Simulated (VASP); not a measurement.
# SiO2 (P4_32_12) in VASP: single point with PBE

Aim: the single point of SiO2 with PBE.

All numbers are computed with VASP 6.6.1; they aren't measurements. Logs are shortened: lines on timing, memory, paths and dates and some standing lists are left out, and cuts for length are marked.

### Step 1. The cell of the first run

It takes space group P4_32_12 (No. 96, tetragonal). The conventional cell has a = 4.933 Å, b = 4.933 Å, c = 6.465 Å, α = 90.00°, β = 90.00°, γ = 90.00°. Si (site symmetry 2) has 4 O at 1.63 Å within 2.2 Å. O (site symmetry 1) has 2 Si at 1.63 Å within 2.2 Å.

### Step 2. Single point, PBE

File INCAR:

```
SYSTEM = SiO2
PREC     = Accurate       ! precision mode
ENCUT    = 520            ! plane-wave cutoff, eV
EDIFF    = 1E-6           ! SCF threshold, eV
ISMEAR   = -1             ! smearing method
SIGMA    = 0.02           ! smearing width, eV
LREAL    = .FALSE.        ! projectors in reciprocal space
LASPH    = .TRUE.         ! aspherical terms in the spheres
NELM     = 60             ! most SCF steps
ALGO     = Normal         ! electronic algorithm
ISIF     = 2              ! what is computed and relaxed
LWAVE    = .FALSE.        ! write WAVECAR
LCHARG   = .TRUE.         ! write CHGCAR
GGA      = PE             ! functional
LELF     = .TRUE.         ! ELF
LVHAR    = .TRUE.       
NBANDS   = 44             ! bands
```

File KPOINTS:

```
regular mesh
0
G
  4 4 3
  0 0 0
```

File POSCAR:

```
SiO2
1.0
    4.9329000000      0.0000000000      0.0000000000
    0.0000000000      4.9329000000      0.0000000000
    0.0000000000      0.0000000000      6.4645000000
Si O
4 8
Direct
    0.8168964574      0.8168964574      0.5000000000
    0.6831035426      0.3168964574      0.2500000000
    0.1831035426      0.1831035426      0.0000000000
    0.3168964574      0.6831035426      0.7500000000
    0.2692598391      0.3636642059      0.7999873828
    0.1363357941      0.7692598391      0.5499873828
    0.7307401609      0.6363357941      0.2999873828
    0.8636642059      0.2307401609      0.0499873828
    0.7692598391      0.1363357941      0.4500126172
    0.6363357941      0.7307401609      0.7000126172
    0.2307401609      0.8636642059      0.9500126172
    0.3636642059      0.2692598391      0.2000126172
```

Potentials or basis: VASP PAW PBE potentials, release 64 (Si, O).

Started as:

```sh
> cat potpaw_PBE.64/Si/POTCAR potpaw_PBE.64/O/POTCAR > POTCAR
> mpirun -np 1 vasp_std > vasp.out
```

OUTCAR:

```text
SYSTEM = SiO2
   PREC = Accurate
   ENCUT = 520
   EDIFF = 1E-6
   ISMEAR = -1
   LREAL = .FALSE.
   LASPH = .TRUE.
   NELM = 60
   ISIF = 2
   GGA = PE

 ion  position               nearest neighbor table
   1  0.817  0.817  0.500-   6 1.63   9 1.63   7 1.63  10 1.63   2 3.02   4 3.02   2 3.02   4 3.02

   2  0.683  0.317  0.250-   7 1.63  12 1.63   9 1.63   8 1.63   1 3.02   3 3.02   1 3.02   3 3.02

   3  0.183  0.183  0.000-   8 1.63  11 1.63   5 1.63  12 1.63   2 3.02   4 3.02   4 3.02   2 3.02

   4  0.317  0.683  0.750-   5 1.63  10 1.63   6 1.63  11 1.63   1 3.02   3 3.02   3 3.02   1 3.02

   5  0.269  0.364  0.800-   4 1.63   3 1.63
   6  0.136  0.769  0.550-   1 1.63   4 1.63
   7  0.731  0.636  0.300-   2 1.63   1 1.63
   8  0.864  0.231  0.050-   3 1.63   2 1.63
   9  0.769  0.136  0.450-   1 1.63   2 1.63
  10  0.636  0.731  0.700-   4 1.63   1 1.63
  11  0.231  0.864  0.950-   3 1.63   4 1.63
  12  0.364  0.269  0.200-   2 1.63   3 1.63

  LATTYP: Found a simple tetragonal cell.
 ALAT       =     4.9329000000
 C/A-ratio  =     1.3104867319

  Lattice vectors:

 A1 = (   4.9329000000,   0.0000000000,   0.0000000000)
 A2 = (   0.0000000000,   4.9329000000,   0.0000000000)
 A3 = (   0.0000000000,   0.0000000000,   6.4645000000)

Analysis of symmetry for initial positions (statically):
=====================================================================
 Subroutine PRICEL returns:
 Original cell was already a primitive cell.

 Routine SETGRP: Setting up the symmetry group for a
 simple tetragonal supercell.

 Subroutine GETGRP returns: Found  8 space group operations
 (whereof  2 operations were pure point group operations)
 out of a pool of 16 trial point group operations.

The static configuration has the point symmetry C_2 .
 The point group associated with its full space group is D_4 .

Analysis of symmetry for dynamics (positions and initial velocities):
=====================================================================
 Subroutine PRICEL returns:
 Original cell was already a primitive cell.

 Routine SETGRP: Setting up the symmetry group for a
 simple tetragonal supercell.

 Subroutine GETGRP returns: Found  8 space group operations
 (whereof  2 operations were pure point group operations)
 out of a pool of 16 trial point group operations.

The dynamic configuration has the point symmetry C_2 .
 The point group associated with its full space group is D_4 .

 Subroutine INISYM returns: Found  8 space group operations
 (whereof  2 operations are pure point group operations),
 and found     1 'primitive' translations

----------------------------------------------------------------------------------------

                                     Primitive cell

  volume of cell :     157.3039

  direct lattice vectors                    reciprocal lattice vectors
     4.932900000  0.000000000  0.000000000     0.202720509  0.000000000  0.000000000
     0.000000000  4.932900000  0.000000000     0.000000000  0.202720509  0.000000000
     0.000000000  0.000000000  6.464500000     0.000000000  0.000000000  0.154691005

  length of vectors
     4.932900000  4.932900000  6.464500000     0.202720509  0.202720509  0.154691005

  position of ions in fractional coordinates (direct lattice)
     0.816896457  0.816896457  0.500000000
     0.683103543  0.316896457  0.250000000
     0.183103543  0.183103543  0.000000000
     0.316896457  0.683103543  0.750000000
     0.269259839  0.363664206  0.799987383
     0.136335794  0.769259839  0.549987383
     0.730740161  0.636335794  0.299987383
     0.863664206  0.230740161  0.049987383
     0.769259839  0.136335794  0.450012617
     0.636335794  0.730740161  0.700012617
     0.230740161  0.863664206  0.950012617
     0.363664206  0.269259839  0.200012617

  ion indices of the primitive-cell ions
   primitive index   ion index
                 1           1
                 2           2
                 3           3
                 4           4
                 5           5
                 6           6
                 7           7
                 8           8
                 9           9
                10          10
                11          11
                12          12

----------------------------------------------------------------------------------------

 KPOINTS: regular mesh

Automatic generation of k-mesh.
 Grid dimensions read from file:
 generate k-points for:    4    4    3

 Generating k-lattice:

  Cartesian coordinates                     Fractional coordinates (reciprocal lattice)
     0.050680127  0.000000000  0.000000000     0.250000000  0.000000000  0.000000000
     0.000000000  0.050680127  0.000000000     0.000000000  0.250000000  0.000000000
     0.000000000  0.000000000  0.051563668     0.000000000  0.000000000  0.333333333

  Length of vectors
     0.050680127  0.050680127  0.051563668

  Shift w.r.t. Gamma in fractional coordinates (k-lattice)
     0.000000000  0.000000000  0.000000000

 Subroutine IBZKPT returns following result:
 ===========================================

 Found     12 irreducible k-points:

 Following reciprocal coordinates:
            Coordinates               Weight
  0.000000  0.000000  0.000000      1.000000
  0.250000  0.000000  0.000000      4.000000
  0.500000  0.000000  0.000000      2.000000
  0.250000  0.250000  0.000000      4.000000
  0.500000  0.250000  0.000000      4.000000
  0.500000  0.500000  0.000000      1.000000
  0.000000  0.000000  0.333333      2.000000
  0.250000  0.000000  0.333333      8.000000
  0.500000  0.000000  0.333333      4.000000
  0.250000  0.250000  0.333333      8.000000
  0.500000  0.250000  0.333333      8.000000
  0.500000  0.500000  0.333333      2.000000
   k-points           NKPTS =     12   k-points in BZ     NKDIM =     12   number of bands    NBANDS=     44
   number of dos      NEDOS =    301   number of ions     NIONS =     12
   total plane-waves  NPLWV =  76800
   dimension x,y,z NGX =    40 NGY =   40 NGZ =   48
   dimension x,y,z NGXF=    80 NGYF=   80 NGZF=   96
   ions per type =               4   8
   NGX,Y,Z   is equivalent  to a cutoff of  13.48, 13.48, 12.34 a.u.
   NGXF,Y,Z  is equivalent  to a cutoff of  26.96, 26.96, 24.69 a.u.
 SYSTEM =  SiO2
   PREC   = accura    normal or accurate (medium, high low for compatibility)
   ISTART =      0    job   : 0-new  1-cont  2-samecut
   ICHARG =      2    charge: 1-file 2-atom 10-const
   ISPIN  =      1    spin polarized calculation?
   LNONCOLLINEAR =      F non collinear calculations
   LSORBIT =      F    spin-orbit coupling
   LASPH  =      T    aspherical Exc in radial PAW
   ENCUT  =  520.0 eV  38.22 Ry    6.18 a.u.   9.17  9.17 12.02*2*pi/ulx,y,z
   NELM   =     60;   NELMIN=  2; NELMDL= -5     # of ELM steps
   EDIFF  = 0.1E-05   stopping-criterion for ELM
   LREAL  =      F    real-space projection
   EDIFFG = 0.1E-04   stopping-criterion for IOM
   NSW    =      0    number of steps for IOM
   IBRION =     -1    ionic relax: 0-MD 1-quasi-New 2-CG
   NFREE  =      0    steps in history (QN), initial steepest desc. (CG)
   ISIF   =      2    stress and relaxation
   ISYM   =      2    0-nonsym 1-usesym 2-fastsym
   POTIM  = 0.5000    time-step for ionic-motion
   TEBEG  =    0.0;   TEEND  =   0.0 temperature during run
   PSTRESS=    0.0 pullay stress
   NELECT =      64.0000    total number of electrons
   NUPDOWN=      -1.0000    fix difference up-down
   EMIN   =  10.00;   EMAX   =-10.00  energy-range for DOS
   EFERMI =   0.00;   METHOD = LEGACY
   ISMEAR =    -1;   SIGMA  =   0.02  broadening in eV -4-tet -1-fermi 0-gaus
   EFERMI_NEDOS =   21; number of points for ismear=-14 and -15
   IALGO  =     38    algorithm
   IMIX   =      4    mixing-type and parameters
     AMIX     =   0.40;   BMIX     =  1.00
     AMIX_MAG =   1.60;   BMIX_MAG =  1.00
  volume/ion in A,a.u.               =      13.11        88.46
  Fermi-wavevector in a.u.,A,eV,Ry     =   1.213077  2.292383 20.021726  1.471555
  Thomas-Fermi vector in A             =   2.348540
   LORBIT       =      0    0 simple, 1 ext, 2 COOP (PROOUT), +10 PAW based schemes
   GGA     = PE    functional components
[... 5 lines left out ...]
 non-spin polarized calculation
  energy-cutoff  :      520.00
  volume of cell :      157.30
 maximum number of plane-waves:      4250
 NGX is ok and might be reduce to    40
   NGX = 19   NGY = 19   NGZ = 25

 number of electron      64.0000002 magnetization

 Free energy of the ion-electron system (eV)
  ---------------------------------------------------
  ext. energy  EPLUGINS =         0.00000000
  ---------------------------------------------------
  free energy    TOTEN  =       -94.65259609 eV

  energy without entropy =      -94.65259609  energy(sigma->0) =      -94.65259609

 E-fermi :   1.3375     XC(G=0):  -8.9913

 val. band max:        0.8502783159   @ k =   0.0000   0.0000   0.0000
 cond. band min:       6.5053212974   @ k =   0.0000   0.0000   0.0000
 fundamental gap:      5.6550429815
 Fermi energy:         1.3374709322

 k-point     1 :       0.0000    0.0000    0.0000
  band No.  band energies     occupation
      1     -18.6398      2.00000
      2     -17.6635      2.00000
      3     -17.6635      2.00000
      4     -16.5234      2.00000
      5     -16.5231      2.00000
      6     -16.5231      2.00000
[... 36 lines left out ...]
     43      12.7215      0.00000
     44      12.7818      0.00000

 k-point     2 :       0.2500    0.0000    0.0000
  band No.  band energies     occupation
      1     -18.5037      2.00000
      2     -17.8055      2.00000
      3     -17.5182      2.00000
      4     -16.7191      2.00000
      5     -16.5409      2.00000
      6     -16.5251      2.00000
[... 462 lines left out ...]
 k-point    12 :       0.5000    0.5000    0.3333
  band No.  band energies     occupation
      1     -17.6724      2.00000
      2     -17.6724      2.00000
      3     -17.6476      2.00000
      4     -17.6476      2.00000
      5     -16.5754      2.00000
      6     -16.5754      2.00000
[... 36 lines left out ...]
     43      11.6752      0.00000
     44      11.6752      0.00000

------------------------ aborting loop because EDIFF is reached ----------------------------------------

  FORCE on cell =-STRESS in cart. coord.  units (eV):
  Direction    XX          YY          ZZ          XY          YZ          ZX
  --------------------------------------------------------------------------------------
  -------------------------------------------------------------------------------------
  Total        2.0794756      2.0794756      4.3753634      0.0000000      0.0000000      0.0000000
  in kB       21.1799456     21.1799456     44.5641013      0.0000000      0.0000000      0.0000000
  external PRESSURE =      28.9746641 kB  Pullay stress =       0.0000000 kB

 VOLUME and BASIS-vectors are now :
 -----------------------------------------------------------------------------
  energy-cutoff  :      520.00
  volume of cell :      157.30
      direct lattice vectors                 reciprocal lattice vectors
     4.932900000  0.000000000  0.000000000     0.202720509  0.000000000  0.000000000
     0.000000000  4.932900000  0.000000000     0.000000000  0.202720509  0.000000000
     0.000000000  0.000000000  6.464500000     0.000000000  0.000000000  0.154691005

 POSITION                                       TOTAL-FORCE (eV/Angst)
 -----------------------------------------------------------------------------------
      4.02967      4.02967      3.23225         0.019828      0.019828      0.000000
      3.36968      1.56322      1.61613        -0.019828      0.019828      0.000000
      0.90323      0.90323      0.00000        -0.019828     -0.019828      0.000000
      1.56322      3.36968      4.84837         0.019828     -0.019828      0.000000
      1.32823      1.79392      5.17152        -0.004628      0.007565      0.000637
      0.67253      3.79468      3.55539        -0.007565     -0.004628      0.000637
      3.60467      3.13898      1.93927         0.004628     -0.007565      0.000637
      4.26037      1.13822      0.32314         0.007565      0.004628      0.000637
      3.79468      0.67253      2.90911        -0.004628     -0.007565     -0.000637
      3.13898      3.60467      4.52523        -0.007565      0.004628     -0.000637
      1.13822      4.26037      6.14136         0.004628      0.007565     -0.000637
      1.79392      1.32823      1.29298         0.007565     -0.004628     -0.000637
 -----------------------------------------------------------------------------------
    total drift:                                0.000000     -0.000000      0.000000

  FREE ENERGIE OF THE ION-ELECTRON SYSTEM (eV)
  ---------------------------------------------------
  free  energy   TOTEN  =       -94.6525960949 eV

  energy  without entropy=      -94.6525960949  energy(sigma->0) =      -94.65259609
```

Wall time 2.1 min (1 thread of Intel Xeon 6975P-C, shared host); peak memory 0.28 GiB.

Results:

```
Free energy            : -94.6526 eV
Pressure               : 2.9 GPa
Largest force          : 0.028 eV/Å
Band gap on the k mesh : 5.66 eV, direct
```

Forces in eV/Å, atoms in the order of the input:
```
Si   0.020  0.020  0.000
Si  -0.020  0.020  0.000
Si  -0.020 -0.020  0.000
Si   0.020 -0.020  0.000
O   -0.005  0.008  0.001
O   -0.008 -0.005  0.001
O    0.005 -0.008  0.001
O    0.008  0.005  0.001
O   -0.005 -0.008 -0.001
O   -0.008  0.005 -0.001
O    0.005  0.008 -0.001
O    0.008 -0.005 -0.001
```
